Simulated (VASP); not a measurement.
# Be4C (I422) in VASP: further runs

The runs below take Be4C through single point, relaxation of cell and atoms, with PBE.

Program: VASP 6.6.1. These are calculated values, not measurements. Logs are shortened: lines on timing, memory, paths and dates and some standing lists are left out, and cuts for length are marked.

**1. The cell of the first run**

The structure is tetragonal, space group I422 (No. 97). The conventional cell has a = 4.429 Å, b = 4.429 Å, c = 3.802 Å, α = 90.00°, β = 90.00°, γ = 90.00°. Be (site symmetry 2) has 2 C at 1.90 Å and 11 Be at 2.12 to 2.42 Å within 2.5 Å. C (site symmetry 422) has 8 Be at 1.90 Å within 2.5 Å.

**2. Single point, PBE**

Input file INCAR:

```
SYSTEM = Be4C
ALGO = Normal
EDIFF = 1E-6
ENCUT = 520
GGA = PE
ISIF = 2
ISMEAR = 0
LASPH = .TRUE.
LCHARG = .FALSE.
LREAL = .FALSE.
LWAVE = .FALSE.
NBANDS = 14
NELM = 60
PREC = Accurate
SIGMA = 0.1
```

Input file KPOINTS:

```
k-points
0
G
  6 6 6
  0 0 0
```

Input file POSCAR:

```
Be4C
1.0
   -2.2146073911      2.2146073911      1.9012244892
    2.2146073911     -2.2146073911      1.9012244892
    2.2146073911      2.2146073911     -1.9012244892
Be C
4 1
Direct
    0.6393514145      0.1393421138      0.1621759156
   -0.0228338017      0.4771754989      0.8378240844
    0.1393421138     -0.0228338017      0.4999906993
    0.4771754989      0.6393514145      0.5000093007
    1.0582510644      1.0582510644      0.0000000000
```

Potentials or basis: VASP PAW PBE potentials, release 64 (Be, C).

Run with:

```bash
> cat potpaw_PBE.64/Be/POTCAR potpaw_PBE.64/C/POTCAR > POTCAR
> mpirun -np 1 vasp_std > vasp.out
```

OUTCAR:

```text
SYSTEM = Be4C
   EDIFF = 1E-6
   ENCUT = 520
   GGA = PE
   ISIF = 2
   ISMEAR = 0
   LASPH = .TRUE.
   LREAL = .FALSE.
   NELM = 60
   PREC = Accurate

 ion  position               nearest neighbor table
   1  0.639  0.139  0.162-   5 1.90   5 1.90   2 2.12   2 2.16   2 2.16   3 2.33   4 2.33   4 2.33
                             3 2.33
   2  0.977  0.477  0.838-   5 1.90   5 1.90   1 2.12   1 2.16   1 2.16   4 2.33   3 2.33   3 2.33
                             4 2.33
   3  0.139  0.977  0.500-   5 1.90   5 1.90   4 2.12   4 2.16   4 2.16   1 2.33   2 2.33   2 2.33
                             1 2.33
   4  0.477  0.639  0.500-   5 1.90   5 1.90   3 2.12   3 2.16   3 2.16   1 2.33   2 2.33   2 2.33
                             1 2.33
   5  0.058  0.058  0.000-   3 1.90   4 1.90   1 1.90   2 1.90   2 1.90   1 1.90   4 1.90   3 1.90

  LATTYP: Found a body centered tetragonal cell.
 ALAT       =     4.4292147822
 C/A-ratio  =     0.8584927951

  Lattice vectors:

 A1 = (  -2.2146073911,   2.2146073911,   1.9012244892)
 A2 = (   2.2146073911,  -2.2146073911,   1.9012244892)
 A3 = (   2.2146073911,   2.2146073911,  -1.9012244892)

Analysis of symmetry for initial positions (statically):
=====================================================================
 Subroutine PRICEL returns:
 Original cell was already a primitive cell.

 Routine SETGRP: Setting up the symmetry group for a
 body centered tetragonal supercell.

 Subroutine GETGRP returns: Found  4 space group operations
 (whereof  4 operations were pure point group operations)
 out of a pool of 16 trial point group operations.

The static configuration has the point symmetry     .

Analysis of symmetry for dynamics (positions and initial velocities):
=====================================================================
 Subroutine PRICEL returns:
 Original cell was already a primitive cell.

 Routine SETGRP: Setting up the symmetry group for a
 body centered tetragonal supercell.

 Subroutine GETGRP returns: Found  4 space group operations
 (whereof  4 operations were pure point group operations)
 out of a pool of 16 trial point group operations.

The dynamic configuration has the point symmetry     .

 Subroutine INISYM returns: Found  4 space group operations
 (whereof  4 operations are pure point group operations),
 and found     1 'primitive' translations

----------------------------------------------------------------------------------------

                                     Primitive cell

  volume of cell :      37.2981

[... 110 lines left out ...]
   EFERMI_NEDOS =   21; number of points for ismear=-14 and -15
   IALGO  =     38    algorithm
   IMIX   =      4    mixing-type and parameters
     AMIX     =   0.40;   BMIX     =  1.00
     AMIX_MAG =   1.60;   BMIX_MAG =  1.00
  volume/ion in A,a.u.               =       7.46        50.34
  Fermi-wavevector in a.u.,A,eV,Ry     =   1.121776  2.119850 17.121329  1.258382
  Thomas-Fermi vector in A             =   2.258432
   LORBIT       =      0    0 simple, 1 ext, 2 COOP (PROOUT), +10 PAW based schemes
   GGA     = PE    functional components
   LHFCALC =     F    Hartree Fock is set to
   AEXX    =    0.0000 exact exchange contribution
   IVDW    =     0    specifies the selected vdW correction
   LEPSILON=     F    determine dielectric tensor
   LRPA    =     F    only Hartree local field effects (RPA)
 non-spin polarized calculation
 Gauss-broadening in eV      SIGMA  =   0.10
  energy-cutoff  :      520.00
  volume of cell :       37.30
 maximum number of plane-waves:      1017
   NGX = 13   NGY = 13   NGZ = 13

 number of electron      12.0000000 magnetization

 Free energy of the ion-electron system (eV)
  ---------------------------------------------------
  ext. energy  EPLUGINS =         0.00000000
  ---------------------------------------------------
  free energy    TOTEN  =       -22.58711723 eV

  energy without entropy =      -22.58413406  energy(sigma->0) =      -22.58562565

 E-fermi :   7.0342     XC(G=0): -11.0165

 val. band max:        7.0265210595   @ k =   0.1667  -0.0000   0.0000
 cond. band min:       7.1365776200   @ k =  -0.3333  -0.3333   0.3333
 fundamental gap:      0.1100565604
 Fermi energy:         7.0341933970

 k-point     1 :       0.0000    0.0000    0.0000
  band No.  band energies     occupation
      1      -6.9877      2.00000
      2       2.3584      2.00000
      3       2.3584      2.00000
      4       3.8310      2.00000
      5       4.2532      2.00000
      6       6.8007      1.99904
      7       8.3499      0.00000
      8       8.3499      0.00000
      9       9.9287      0.00000
     10      11.5844      0.00000
     11      13.6057      0.00000
     12      13.6057      0.00000
     13      14.8504      0.00000
     14      18.8120      0.00000
[... 377 lines left out ...]
      1      -5.9505      2.00000
      2      -0.6025      2.00000
      3       1.1830      2.00000
      4       2.3210      2.00000
      5       4.7301      2.00000
      6       6.8192      1.99763
      7       7.7843      0.00000
      8       9.9341      0.00000
      9      11.4251      0.00000
     10      14.4387      0.00000
     11      16.0590      0.00000
     12      16.5129      0.00000
     13      18.1718      0.00000
     14      18.3834      0.00000

 [... further k-points ...]

------------------------ aborting loop because EDIFF is reached ----------------------------------------

  FORCE on cell =-STRESS in cart. coord.  units (eV):
  Direction    XX          YY          ZZ          XY          YZ          ZX
  --------------------------------------------------------------------------------------
  -------------------------------------------------------------------------------------
  Total        0.0627199      0.0627199      0.0490299     -0.0000000      0.0000000      0.0000000
  in kB        2.6941972      2.6941972      2.1061263     -0.0000001      0.0000000      0.0000000
  external PRESSURE =       2.4981736 kB  Pullay stress =       0.0000000 kB

 VOLUME and BASIS-vectors are now :
 -----------------------------------------------------------------------------
  energy-cutoff  :      520.00
  volume of cell :       37.30
      direct lattice vectors                 reciprocal lattice vectors
    -2.214607391  2.214607391  1.901224489     0.000000000  0.225773653  0.262988407
     2.214607391 -2.214607391  1.901224489     0.225773653  0.000000000  0.262988407
     2.214607391  2.214607391 -1.901224489     0.225773653  0.225773653  0.000000000

 POSITION                                       TOTAL-FORCE (eV/Angst)
 -----------------------------------------------------------------------------------
     -0.74817      1.46648      1.17214         0.001936      0.001547     -0.000094
      0.74817      2.96273      1.17214        -0.001936     -0.001547     -0.000094
      2.96273     -0.74817      1.17214        -0.001547      0.001936     -0.000094
      1.46648      0.74817      1.17214         0.001547     -0.001936     -0.000094
      0.00000      0.00000      0.22150         0.000000      0.000000      0.000376
 -----------------------------------------------------------------------------------
    total drift:                                0.000000      0.000000     -0.000006

  FREE ENERGIE OF THE ION-ELECTRON SYSTEM (eV)
  ---------------------------------------------------
  free  energy   TOTEN  =       -22.5871172282 eV

  energy  without entropy=      -22.5841340625  energy(sigma->0) =      -22.58562565
```

OSZICAR:

```text
N       E                     dE             d eps       ncg     rms          rms(c)
DAV:   1     0.915951451725E+01    0.91595E+01   -0.49537E+03  1008   0.731E+02
DAV:   2    -0.219406191186E+02   -0.31100E+02   -0.29159E+02  1248   0.140E+02
DAV:   3    -0.234000184485E+02   -0.14594E+01   -0.14444E+01  1422   0.249E+01
DAV:   4    -0.234164648764E+02   -0.16446E-01   -0.16443E-01  1170   0.333E+00
DAV:   5    -0.234166759455E+02   -0.21107E-03   -0.21106E-03  1444   0.303E-01    0.440E+00
DAV:   6    -0.226423047359E+02    0.77437E+00   -0.28786E+00  1282   0.790E+00    0.172E+00
DAV:   7    -0.226061999589E+02    0.36105E-01   -0.16925E-01  1278   0.290E+00    0.115E+00
DAV:   8    -0.225875020211E+02    0.18698E-01   -0.24657E-02  1350   0.116E+00    0.130E-01
DAV:   9    -0.225871014697E+02    0.40055E-03   -0.29627E-03  1332   0.309E-01    0.606E-02
DAV:  10    -0.225871170953E+02   -0.15626E-04   -0.19156E-04  1284   0.107E-01    0.145E-02
DAV:  11    -0.225871167097E+02    0.38566E-06   -0.20471E-05  1304   0.250E-02    0.862E-03
DAV:  12    -0.225871172282E+02   -0.51855E-06   -0.27508E-06  1140   0.102E-02
   1 F= -.22587117E+02 E0= -.22585626E+02  d E =-.298317E-02
```

Wall time 7.8 s (1 thread of Intel Xeon 6975P-C (Granite Rapids), shared host); peak memory 0.15 GiB.

What came out:

* Free energy: -22.5871 eV
* Pressure: 0.2 GPa
* Band gap on the k mesh: zero (band 6 reaches 7.93 eV, above the bottom of band 7 at 6.24 eV)

Forces in eV/Å, atoms in the order of the input:
```
Be   0.002  0.002  0.000
Be  -0.002 -0.002  0.000
Be  -0.002  0.002  0.000
Be   0.002 -0.002  0.000
C    0.000  0.000  0.000
```

Caveat: the k points lie up to 0.36 Å⁻¹ apart.

**3. Single point, PBE, collinear spin, ferromagnetic start**

Input file INCAR:

```
ALGO     = Normal         # electronic algorithm
EDIFF    = 1E-6           # SCF threshold, eV
ENCUT    = 520            # plane-wave cutoff, eV
GGA      = PE             # functional
ISIF     = 2              # what is computed and relaxed
ISMEAR   = 0              # smearing method
ISPIN    = 2              # spin polarisation
LASPH    = T              # aspherical terms in the spheres
LCHARG   = F              # write CHGCAR
LORBIT   = 11             # projections on sites
LREAL    = F              # projectors in reciprocal space
LWAVE    = F              # write WAVECAR
MAGMOM   = 0 0 0 0 1      # initial moments
NBANDS   = 18             # bands
NELM     = 150            # most SCF steps
PREC     = Accurate       # precision mode
SIGMA    = 0.1            # smearing width, eV
```

Input file KPOINTS:

```
k-points
0
Gamma
  6 6 6
```

Input file POSCAR:

```
Be4C
1.0
   -2.2146073911      2.2146073911      1.9012244892
    2.2146073911     -2.2146073911      1.9012244892
    2.2146073911      2.2146073911     -1.9012244892
Be C
4 1
Direct
    0.5810879578      0.0810879578      0.1621759156
    0.9189120422      0.4189120422      0.8378240844
    0.0810879578      0.9189120422      0.5000000000
    0.4189120422      0.5810879578      0.5000000000
    0.0000000000      0.0000000000      0.0000000000
```

Potentials or basis: VASP PAW PBE potentials, release 64 (Be, C).

Run with:

```bash
> cat potpaw_PBE.64/Be/POTCAR potpaw_PBE.64/C/POTCAR > POTCAR
> mpirun -np 1 vasp_std > vasp.out
```

OUTCAR:

```text
EDIFF = 1E-6
   ENCUT = 520
   GGA = PE
   ISIF = 2
   ISMEAR = 0
   ISPIN = 2
   LASPH = T
   LORBIT = 11
   LREAL = F
   NELM = 150
   PREC = Accurate

 ion  position               nearest neighbor table
   1  0.581  0.081  0.162-   5 1.90   5 1.90   2 2.12   2 2.16   2 2.16   4 2.33   4 2.33   3 2.33
                             3 2.33
   2  0.919  0.419  0.838-   5 1.90   5 1.90   1 2.12   1 2.16   1 2.16   4 2.33   3 2.33   3 2.33
                             4 2.33
   3  0.081  0.919  0.500-   5 1.90   5 1.90   4 2.12   4 2.16   4 2.16   1 2.33   2 2.33   1 2.33
                             2 2.33
   4  0.419  0.581  0.500-   5 1.90   5 1.90   3 2.12   3 2.16   3 2.16   1 2.33   2 2.33   1 2.33
                             2 2.33
   5  0.000  0.000  0.000-   1 1.90   4 1.90   1 1.90   2 1.90   3 1.90   3 1.90   2 1.90   4 1.90

  LATTYP: Found a body centered tetragonal cell.
 ALAT       =     4.4292147822
 C/A-ratio  =     0.8584927951

  Lattice vectors:

 A1 = (  -2.2146073911,   2.2146073911,   1.9012244892)
 A2 = (   2.2146073911,  -2.2146073911,   1.9012244892)
 A3 = (   2.2146073911,   2.2146073911,  -1.9012244892)

Analysis of symmetry for initial positions (statically):
=====================================================================
 Subroutine PRICEL returns:
 Original cell was already a primitive cell.

 Routine SETGRP: Setting up the symmetry group for a
 body centered tetragonal supercell.

 Subroutine GETGRP returns: Found  8 space group operations
 (whereof  8 operations were pure point group operations)
 out of a pool of 16 trial point group operations.

The static configuration has the point symmetry D_4 .

Analysis of symmetry for dynamics (positions and initial velocities):
=====================================================================
 Subroutine PRICEL returns:
 Original cell was already a primitive cell.

[... 180 lines left out ...]
 cond. band min:       7.1363531695   @ k =  -0.3333  -0.3333   0.3333
 fundamental gap:      0.1098659188
 Fermi energy:         7.0341204071

 spin component 1

 k-point     1 :       0.0000    0.0000    0.0000
  band No.  band energies     occupation
      1      -6.9879      1.00000
      2       2.3583      1.00000
      3       2.3583      1.00000
      4       3.8308      1.00000
      5       4.2531      1.00000
      6       6.8008      0.99952
[... 493 lines left out ...]
     17      21.8288      0.00000
     18      22.3791      0.00000

 [... further k-points ...]

 spin component 2

 k-point     1 :       0.0000    0.0000    0.0000
  band No.  band energies     occupation
      1      -6.9879      1.00000
      2       2.3582      1.00000
      3       2.3582      1.00000
      4       3.8307      1.00000
      5       4.2530      1.00000
      6       6.8008      0.99952
[... 493 lines left out ...]
     17      21.8287      0.00000
     18      22.3790      0.00000

 [... further k-points ...]

------------------------ aborting loop because EDIFF is reached ----------------------------------------

  FORCE on cell =-STRESS in cart. coord.  units (eV):
  Direction    XX          YY          ZZ          XY          YZ          ZX
  --------------------------------------------------------------------------------------
  -------------------------------------------------------------------------------------
  Total        0.0643069      0.0643069      0.0512411      0.0000000      0.0000000      0.0000000
  in kB        2.7623672      2.7623672      2.2011129      0.0000000      0.0000000      0.0000000
  external PRESSURE =       2.5752824 kB  Pullay stress =       0.0000000 kB

 VOLUME and BASIS-vectors are now :
 -----------------------------------------------------------------------------
  energy-cutoff  :      520.00
  volume of cell :       37.30
      direct lattice vectors                 reciprocal lattice vectors
    -2.214607391  2.214607391  1.901224489     0.000000000  0.225773653  0.262988407
     2.214607391 -2.214607391  1.901224489     0.225773653  0.000000000  0.262988407
     2.214607391  2.214607391 -1.901224489     0.225773653  0.225773653  0.000000000

 POSITION                                       TOTAL-FORCE (eV/Angst)
 -----------------------------------------------------------------------------------
     -0.74815      1.46646      0.95061         0.001691      0.001691      0.000000
      0.74815      2.96276      0.95061        -0.001691     -0.001691     -0.000000
      2.96276     -0.74815      0.95061        -0.001691      0.001691      0.000000
      1.46646      0.74815      0.95061         0.001691     -0.001691      0.000000
      0.00000      0.00000      0.00000        -0.000000      0.000000      0.000000
 -----------------------------------------------------------------------------------
    total drift:                                0.000000     -0.000000     -0.000000

  FREE ENERGIE OF THE ION-ELECTRON SYSTEM (eV)
  ---------------------------------------------------
  free  energy   TOTEN  =       -22.5871171383 eV

  energy  without entropy=      -22.5841347799  energy(sigma->0) =      -22.58562596

 total charge

# of ion       s       p       d       tot
------------------------------------------
    1        0.400   0.774   0.000   1.174
    2        0.400   0.774   0.000   1.174
    3        0.400   0.774   0.000   1.174
    4        0.400   0.774   0.000   1.174
    5        0.860   1.542   0.000   2.402
--------------------------------------------------
tot          2.459   4.639   0.000   7.098

 magnetization (x)

# of ion       s       p       d       tot
------------------------------------------
    1        0.000   0.000   0.000   0.000
    2        0.000   0.000   0.000   0.000
    3        0.000   0.000   0.000   0.000
    4        0.000   0.000   0.000   0.000
    5       -0.000  -0.000   0.000  -0.000
--------------------------------------------------
tot          0.000  -0.000   0.000  -0.000
```

OSZICAR:

```text
N       E                     dE             d eps       ncg     rms          rms(c)
DAV:   1     0.100101636199E+02    0.10010E+02   -0.48149E+03  2160   0.566E+02
DAV:   2    -0.216728236626E+02   -0.31683E+02   -0.29352E+02  2864   0.122E+02
DAV:   3    -0.231532935987E+02   -0.14805E+01   -0.14649E+01  2956   0.193E+01
DAV:   4    -0.231648944093E+02   -0.11601E-01   -0.11589E-01  2710   0.223E+00
DAV:   5    -0.231649740496E+02   -0.79640E-04   -0.79622E-04  2866   0.160E-01    0.532E+00
DAV:   6    -0.226282547766E+02    0.53672E+00   -0.21170E+00  2784   0.611E+00    0.178E+00
DAV:   7    -0.226058409149E+02    0.22414E-01   -0.26261E-01  2832   0.254E+00    0.120E+00
DAV:   8    -0.225877123047E+02    0.18129E-01   -0.22398E-02  2904   0.943E-01    0.587E-01
DAV:   9    -0.225872294838E+02    0.48282E-03   -0.47602E-03  2640   0.468E-01    0.185E-01
DAV:  10    -0.225871035382E+02    0.12595E-03   -0.74470E-04  2914   0.131E-01    0.628E-02
DAV:  11    -0.225871164451E+02   -0.12907E-04   -0.97829E-05  2828   0.560E-02    0.287E-02
DAV:  12    -0.225871138504E+02    0.25946E-05   -0.24445E-05  2658   0.310E-02    0.877E-03
DAV:  13    -0.225871168325E+02   -0.29821E-05   -0.50133E-06  2500   0.159E-02    0.539E-03
DAV:  14    -0.225871171383E+02   -0.30572E-06   -0.24287E-07  1328   0.387E-03
   1 F= -.22587117E+02 E0= -.22585626E+02  d E =-.298236E-02  mag=    -0.0000
```

Run time: 18 s. Hardware: 1 thread of Intel Xeon 6975P-C (Granite Rapids), shared host; peak memory 0.17 GiB.

Results:

```yaml
Free_energy: -22.5871 eV
Pressure: 0.3 GPa
Band_gap_on_the_k_mesh: zero (filled and empty bands overlap)
Net_moment: 0.00 μB per cell
Valence_electrons_inside_the_program's_atomic_spheres: Be 1.17; C 2.40
```

Forces in eV/Å, atoms in the order of the input:
```
Be   0.002  0.002  0.000
Be  -0.002 -0.002  0.000
Be  -0.002  0.002  0.000
Be   0.002 -0.002  0.000
C    0.000  0.000  0.000
```

Caveat: the k points lie up to 0.36 Å⁻¹ apart.

[end of part 1 of 2]
